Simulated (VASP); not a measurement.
# GaAs (gw) (F-43m) in VASP: single point with PBE

Aim: the single point of GaAs (gw) with PBE.

Program: VASP 6.6.1. These are calculated values, not measurements. Logs are shortened: lines on timing, memory, paths and dates and some standing lists are left out, and cuts for length are marked.

## Step 1: The cell of the first run

It takes space group F-43m (No. 216, cubic). Conventional cell: a = 5.659 Å, b = 5.659 Å, c = 5.659 Å, α = 90.00°, β = 90.00°, γ = 90.00°. Ga (site symmetry -43m) has 4 As at 2.45 Å within 3.2 Å. As (site symmetry -43m) has 4 Ga at 2.45 Å within 3.2 Å.

## Step 2: Single point, PBE

File INCAR:

```
  ALGO = Normal
  EDIFF = 1E-6
  ENCUT = 500
  GGA = PE
  GGA_COMPAT = False
  ISIF = 2
  ISMEAR = 0
  LASPH = True
  LCHARG = True
  LELF = True
  LREAL = False
  LVHAR = True
  LWAVE = False
  NBANDS = 16
  NELM = 120
  PREC = Accurate
  SIGMA = 0.01
```

File KPOINTS:

```
k-points
0
Gamma
  4 4 4
```

File POSCAR:

```
GaAs
1.0
    0.0000000000      2.8295489286      2.8295489286
    2.8295489286      0.0000000000      2.8295489286
    2.8295489286      2.8295489286      0.0000000000
Ga As
1 1
Direct
    0.0000000000      0.0000000000      0.0000000000
    0.7500000000      0.7500000000      0.7500000000
```

Potentials or basis: VASP PAW PBE potentials, release 64 (Ga_d, As).

Run with:

```bash
cat potpaw_PBE.64/Ga_d/POTCAR potpaw_PBE.64/As/POTCAR > POTCAR
mpirun -np 1 vasp_std > vasp.out
```

OUTCAR:

```text
EDIFF = 1E-6
   ENCUT = 500
   GGA = PE
   ISIF = 2
   ISMEAR = 0
   LASPH = True
   LREAL = False
   NELM = 120
   PREC = Accurate

 ion  position               nearest neighbor table
   1  0.000  0.000  0.000-   2 2.45   2 2.45   2 2.45   2 2.45
   2  0.750  0.750  0.750-   1 2.45   1 2.45   1 2.45   1 2.45

  LATTYP: Found a face centered cubic cell.
 ALAT       =     5.6590978572

  Lattice vectors:

 A1 = (   0.0000000000,   2.8295489286,   2.8295489286)
 A2 = (   2.8295489286,   0.0000000000,   2.8295489286)
 A3 = (   2.8295489286,   2.8295489286,   0.0000000000)

Analysis of symmetry for initial positions (statically):
=====================================================================
 Subroutine PRICEL returns:
 Original cell was already a primitive cell.

 Routine SETGRP: Setting up the symmetry group for a
 face centered cubic supercell.

 Subroutine GETGRP returns: Found 24 space group operations
 (whereof 24 operations were pure point group operations)
 out of a pool of 48 trial point group operations.

The static configuration has the point symmetry T_d .

Analysis of symmetry for dynamics (positions and initial velocities):
=====================================================================
 Subroutine PRICEL returns:
 Original cell was already a primitive cell.

 Routine SETGRP: Setting up the symmetry group for a
 face centered cubic supercell.

 Subroutine GETGRP returns: Found 24 space group operations
 (whereof 24 operations were pure point group operations)
 out of a pool of 48 trial point group operations.

The dynamic configuration has the point symmetry T_d .

 Subroutine INISYM returns: Found 24 space group operations
 (whereof 24 operations are pure point group operations),
 and found     1 'primitive' translations

----------------------------------------------------------------------------------------

                                     Primitive cell

  volume of cell :      45.3087

  direct lattice vectors                    reciprocal lattice vectors
     0.000000000  2.829548929  2.829548929    -0.176706610  0.176706610  0.176706610
     2.829548929  0.000000000  2.829548929     0.176706610 -0.176706610  0.176706610
     2.829548929  2.829548929  0.000000000     0.176706610  0.176706610 -0.176706610

  length of vectors
     4.001586470  4.001586470  4.001586470     0.306064827  0.306064827  0.306064827

  position of ions in fractional coordinates (direct lattice)
     0.000000000  0.000000000  0.000000000
     0.750000000  0.750000000  0.750000000

  ion indices of the primitive-cell ions
   primitive index   ion index
                 1           1
                 2           2

----------------------------------------------------------------------------------------

 KPOINTS: k-points

Automatic generation of k-mesh.
 Grid dimensions read from file:
 generate k-points for:    4    4    4

 Generating k-lattice:

  Cartesian coordinates                     Fractional coordinates (reciprocal lattice)
    -0.044176653  0.044176653  0.044176653     0.250000000  0.000000000  0.000000000
     0.044176653 -0.044176653  0.044176653     0.000000000  0.250000000  0.000000000
     0.044176653  0.044176653 -0.044176653     0.000000000  0.000000000  0.250000000

  Length of vectors
     0.076516207  0.076516207  0.076516207

  Shift w.r.t. Gamma in fractional coordinates (k-lattice)
     0.000000000  0.000000000  0.000000000

 Subroutine IBZKPT returns following result:
 ===========================================

 Found      8 irreducible k-points:

 Following reciprocal coordinates:
            Coordinates               Weight
  0.000000  0.000000  0.000000      1.000000
  0.250000  0.000000  0.000000      8.000000
  0.500000  0.000000  0.000000      4.000000
  0.250000  0.250000  0.000000      6.000000
  0.500000  0.250000  0.000000     24.000000
 -0.250000  0.250000  0.000000     12.000000
  0.500000  0.500000  0.000000      3.000000
 -0.250000  0.500000  0.250000      6.000000
   k-points           NKPTS =      8   k-points in BZ     NKDIM =      8   number of bands    NBANDS=     16
   number of dos      NEDOS =    301   number of ions     NIONS =      2
   total plane-waves  NPLWV =  27000
   dimension x,y,z NGX =    30 NGY =   30 NGZ =   30
   dimension x,y,z NGXF=    60 NGYF=   60 NGZF=   60
   ions per type =               1   1
   NGX,Y,Z   is equivalent  to a cutoff of  12.46, 12.46, 12.46 a.u.
   NGXF,Y,Z  is equivalent  to a cutoff of  24.93, 24.93, 24.93 a.u.
 SYSTEM =  unknown system
   PREC   = accura    normal or accurate (medium, high low for compatibility)
   ISTART =      0    job   : 0-new  1-cont  2-samecut
   ICHARG =      2    charge: 1-file 2-atom 10-const
   ISPIN  =      1    spin polarized calculation?
   LNONCOLLINEAR =      F non collinear calculations
   LSORBIT =      F    spin-orbit coupling
   LASPH  =      T    aspherical Exc in radial PAW
   ENCUT  =  500.0 eV  36.75 Ry    6.06 a.u.   7.30  7.30  7.30*2*pi/ulx,y,z
   NELM   =    120;   NELMIN=  2; NELMDL= -5     # of ELM steps
   EDIFF  = 0.1E-05   stopping-criterion for ELM
   LREAL  =      F    real-space projection
[... 7 lines left out ...]
   TEBEG  =    0.0;   TEEND  =   0.0 temperature during run
   PSTRESS=    0.0 pullay stress
   NELECT =      18.0000    total number of electrons
   NUPDOWN=      -1.0000    fix difference up-down
   EMIN   =  10.00;   EMAX   =-10.00  energy-range for DOS
   EFERMI =   0.00;   METHOD = LEGACY
   ISMEAR =     0;   SIGMA  =   0.01  broadening in eV -4-tet -1-fermi 0-gaus
   EFERMI_NEDOS =   21; number of points for ismear=-14 and -15
   IALGO  =     38    algorithm
   IMIX   =      4    mixing-type and parameters
     AMIX     =   0.40;   BMIX     =  1.00
     AMIX_MAG =   1.60;   BMIX_MAG =  1.00
  volume/ion in A,a.u.               =      22.65       152.88
  Fermi-wavevector in a.u.,A,eV,Ry     =   1.203479  2.274245 19.706152  1.448361
  Thomas-Fermi vector in A             =   2.339231
   LORBIT       =      0    0 simple, 1 ext, 2 COOP (PROOUT), +10 PAW based schemes
   GGA     = PE    functional components
   LHFCALC =     F    Hartree Fock is set to
   AEXX    =    0.0000 exact exchange contribution
   IVDW    =     0    specifies the selected vdW correction
   LEPSILON=     F    determine dielectric tensor
   LRPA    =     F    only Hartree local field effects (RPA)
 non-spin polarized calculation
 Gauss-broadening in eV      SIGMA  =   0.01
  energy-cutoff  :      500.00
  volume of cell :       45.31
 maximum number of plane-waves:      1174
 NGX is ok and might be reduce to    30
   NGX = 15   NGY = 15   NGZ = 15

 number of electron      17.9999993 magnetization

 Free energy of the ion-electron system (eV)
  ---------------------------------------------------
  ext. energy  EPLUGINS =         0.00000000
  ---------------------------------------------------
  free energy    TOTEN  =        -8.07598359 eV

  energy without entropy =       -8.07598359  energy(sigma->0) =       -8.07598359

 E-fermi :   4.0801     XC(G=0):  -9.5477

 val. band max:        3.9542900074   @ k =   0.0000   0.0000   0.0000
 cond. band min:       4.4415659760   @ k =   0.0000   0.0000   0.0000
 fundamental gap:      0.4872759686
 Fermi energy:         4.0800940858

 k-point     1 :       0.0000    0.0000    0.0000
  band No.  band energies     occupation
      1     -10.9044      2.00000
      2     -10.9044      2.00000
      3     -10.9044      2.00000
      4     -10.8273      2.00000
      5     -10.8273      2.00000
      6      -8.7534      2.00000
[... 8 lines left out ...]
     15      14.0402      0.00000
     16      14.0402      0.00000

 k-point     2 :       0.2500    0.0000    0.0000
  band No.  band energies     occupation
      1     -10.9453      2.00000
      2     -10.8934      2.00000
      3     -10.8934      2.00000
      4     -10.8270      2.00000
      5     -10.8270      2.00000
      6      -8.0632      2.00000
[... 8 lines left out ...]
     15      12.9495      0.00000
     16      12.9495      0.00000

 k-point     3 :       0.5000    0.0000    0.0000
  band No.  band energies     occupation
      1     -10.9805      2.00000
      2     -10.8854      2.00000
      3     -10.8854      2.00000
      4     -10.8235      2.00000
      5     -10.8235      2.00000
      6      -6.9914      2.00000
[... 8 lines left out ...]
     15      15.7859      0.00000
     16      15.7859      0.00000

 k-point     4 :       0.2500    0.2500    0.0000
  band No.  band energies     occupation
      1     -10.9654      2.00000
      2     -10.8808      2.00000
      3     -10.8808      2.00000
      4     -10.8387      2.00000
      5     -10.8210      2.00000
      6      -7.8280      2.00000
[... 8 lines left out ...]
     15      15.0411      0.00000
     16      15.3349      0.00000

 k-point     5 :       0.5000    0.2500    0.0000
  band No.  band energies     occupation
      1     -10.9920      2.00000
      2     -10.8749      2.00000
      3     -10.8697      2.00000
      4     -10.8380      2.00000
      5     -10.8203      2.00000
      6      -6.7015      2.00000
[... 8 lines left out ...]
     15      15.9349      0.00000
     16      16.5097      0.00000

 k-point     6 :      -0.2500    0.2500    0.0000
  band No.  band energies     occupation
      1     -10.9776      2.00000
      2     -10.8817      2.00000
      3     -10.8796      2.00000
      4     -10.8291      2.00000
      5     -10.8270      2.00000
      6      -7.1163      2.00000
[... 8 lines left out ...]
     15      14.2711      0.00000
     16      16.6129      0.00000

 k-point     7 :       0.5000    0.5000    0.0000
  band No.  band energies     occupation
      1     -11.0118      2.00000
      2     -10.8561      2.00000
      3     -10.8561      2.00000
      4     -10.8525      2.00000
      5     -10.8147      2.00000
      6      -6.2482      2.00000
[... 8 lines left out ...]
     15      17.2662      0.00000
     16      17.2788      0.00000

 k-point     8 :      -0.2500    0.5000    0.2500
  band No.  band energies     occupation
      1     -10.9989      2.00000
      2     -10.8741      2.00000
      3     -10.8608      2.00000
      4     -10.8379      2.00000
      5     -10.8233      2.00000
      6      -6.1905      2.00000
[... 8 lines left out ...]
     15      16.1157      0.00000
     16      17.2407      0.00000

------------------------ aborting loop because EDIFF is reached ----------------------------------------

  FORCE on cell =-STRESS in cart. coord.  units (eV):
  Direction    XX          YY          ZZ          XY          YZ          ZX
  --------------------------------------------------------------------------------------
  -------------------------------------------------------------------------------------
  Total        0.9834853      0.9834853      0.9834853      0.0000000      0.0000000     -0.0000000
  in kB       34.7773789     34.7773789     34.7773789      0.0000000      0.0000000     -0.0000000
  external PRESSURE =      34.7773789 kB  Pullay stress =       0.0000000 kB

 VOLUME and BASIS-vectors are now :
 -----------------------------------------------------------------------------
  energy-cutoff  :      500.00
  volume of cell :       45.31
      direct lattice vectors                 reciprocal lattice vectors
     0.000000000  2.829548929  2.829548929    -0.176706610  0.176706610  0.176706610
     2.829548929  0.000000000  2.829548929     0.176706610 -0.176706610  0.176706610
     2.829548929  2.829548929  0.000000000     0.176706610  0.176706610 -0.176706610

 POSITION                                       TOTAL-FORCE (eV/Angst)
 -----------------------------------------------------------------------------------
      0.00000      0.00000      0.00000        -0.000000     -0.000000     -0.000000
      4.24432      4.24432      4.24432         0.000000      0.000000      0.000000
 -----------------------------------------------------------------------------------
    total drift:                                0.000000      0.000000     -0.000000

  FREE ENERGIE OF THE ION-ELECTRON SYSTEM (eV)
  ---------------------------------------------------
  free  energy   TOTEN  =        -8.0759835891 eV

  energy  without entropy=       -8.0759835891  energy(sigma->0) =       -8.07598359
```

Wall time 17 s (1 thread of Intel Xeon 8259CL, shared host); peak memory 0.16 GiB.

What came out:

* Free energy: -8.0760 eV
* Pressure: 3.5 GPa
* Band gap on the k mesh: 0.49 eV, direct

Caveat: the k points lie up to 0.48 Å⁻¹ apart. A hybrid or GW would open this gap; PBE tends to underestimate it.
